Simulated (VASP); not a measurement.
Here is a VASP 6.6.1 calculation.

Contents of INCAR:

```
PREC = Accurate
ENCUT = 520
EDIFF = 1E-7
ISMEAR = 0
SIGMA = 0.01
LREAL = False
LASPH = True
NELM = 60
ALGO = Normal
ISIF = 2
LWAVE = False
LCHARG = False
GGA = CA
NBANDS = 33
```

File KPOINTS:

```
Automatic mesh
0
Gamma
  6 6 8
```

File POSCAR:

```
TiO2
1.0
    4.5968534828      0.0000000000      0.0000000000
    0.0000000000      4.5968534828      0.0000000000
    0.0000000000      0.0000000000      2.9534912833
Ti O
2 4
Direct
    0.0000000000      0.0000000000      0.0000000000
    0.5000000000      0.5000000000      0.5000000000
    0.3046432215      0.3046432215      0.0000000000
    0.1953567785      0.8046432215      0.5000000000
    0.8046432215      0.1953567785      0.5000000000
    0.6953567785      0.6953567785      0.0000000000
```

Potentials or basis: VASP PAW LDA potentials, release 64 (Ti_sv, O).

Run with:

```console
$ cat potpaw_LDA.64/Ti_sv/POTCAR potpaw_LDA.64/O/POTCAR > POTCAR
$ mpirun -np 1 vasp_std > vasp.out
```

Task: Estimate the pressure.

Result: -7.0 GPa.

Task: Estimate the largest force.

Result: 0.040 eV/Å.

Task: Predict the band gap on the k mesh.

Result: 1.77 eV, direct.

Forces on the atoms (eV/Å):
```
Ti   0.000  0.000  0.000
Ti   0.000  0.000  0.000
O    0.028  0.028  0.000
O   -0.028  0.028  0.000
O    0.028 -0.028  0.000
O   -0.028 -0.028  0.000
```

A k mesh can miss the band edges.
